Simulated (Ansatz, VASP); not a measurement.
## SiO2 in VASP and in Ansatz

Contents of INCAR:

```
SYSTEM = SiO2
  ALGO = Normal
  EDIFF = 1E-8
  ENCUT = 520
  GGA = PE
  ISIF = 2
  ISMEAR = -1
  LASPH = .TRUE.
  LCHARG = .FALSE.
  LEFG = .TRUE.
  LREAL = .FALSE.
  LWAVE = .FALSE.
  NBANDS = 25
  NELM = 60
  PREC = Accurate
  SIGMA = 0.03
```

KPOINTS

```
k-points
0
G
  6 6 9
  0 0 0
```

Contents of POSCAR:

```
SiO2
1.0
    4.2351076239      0.0000000000      0.0000000000
    0.0000000000      4.2351076239      0.0000000000
    0.0000000000      0.0000000000      2.7029066575
Si O
2 4
Direct
    0.0000000000      0.0000000000      0.0000000000
    0.5000000000      0.5000000000      0.5000000000
    0.3067000000      0.3067000000      0.0000000000
    0.1933000000      0.8067000000      0.5000000000
    0.6933000000      0.6933000000      0.0000000000
    0.8067000000      0.1933000000      0.5000000000
```

Input for Ansatz:

```yaml
crystal:
  lattice:
    - [4.2351076239, 0.0, 0.0]
    - [0.0, 4.2351076239, 0.0]
    - [0.0, 0.0, 2.7029066575]
  atoms:
    - { symbol: Si, position: [0.0, 0.0, 0.0] }
    - { symbol: Si, position: [0.5, 0.5, 0.5] }
    - { symbol: O, position: [0.3067, 0.3067, 0.0] }
    - { symbol: O, position: [0.1933, 0.8067, 0.5] }
    - { symbol: O, position: [0.6933, 0.6933, 0.0] }
    - { symbol: O, position: [0.8067, 0.1933, 0.5] }
kpoints:
  mp_grid: { grid: [6, 6, 9] }
scf:
  occupations: { method: fermi_dirac, width: 0.03 }
hamiltonian:
  xc: pbe
  pseudopotentials: { kind: paw }
output:
  forces: true
  stress: true
  eigenvalues: true
  efg: { contact_densities: true }
```

Change from the starting cell: volume scaled by 1.04, PAW files.

Alike in both runs: task electric field gradients; functional PBE; k mesh 6 × 6 × 9; occupations fermi-dirac, width 0.03 eV; no spin polarisation.

```csv
,VASP,Ansatz
version,VASP 6.6.1,Ansatz 0.2.0
potentials or method,"VASP PAW PBE potentials, release 64 (Si, O)","PAW with Ansatz's default frozen-core files, scalar-relativistic"
plane-wave cutoff (eV),520,420
valence electrons in the cell,32,32
```

```tsv
	VASP	Ansatz	Ansatz less VASP
gap on the k mesh at the Fermi level (eV)	4.92	4.94	+0.016
pressure (GPa)	-1.5	-1.6	-0.12
traceless stress, the component that is largest in VASP (GPa)	-1.04	-1.44	-0.401
rms of the force components (eV/Å)	0.013	0.021	+0.0079
size of Vzz on the site where it differs most (V/Å²)	22.2	19.8	-2.40
```

Atom by atom the forces differ by 0.008 eV/Å (rms over components). The functional is the same, so the differences come from potentials, cutoffs and numerics.
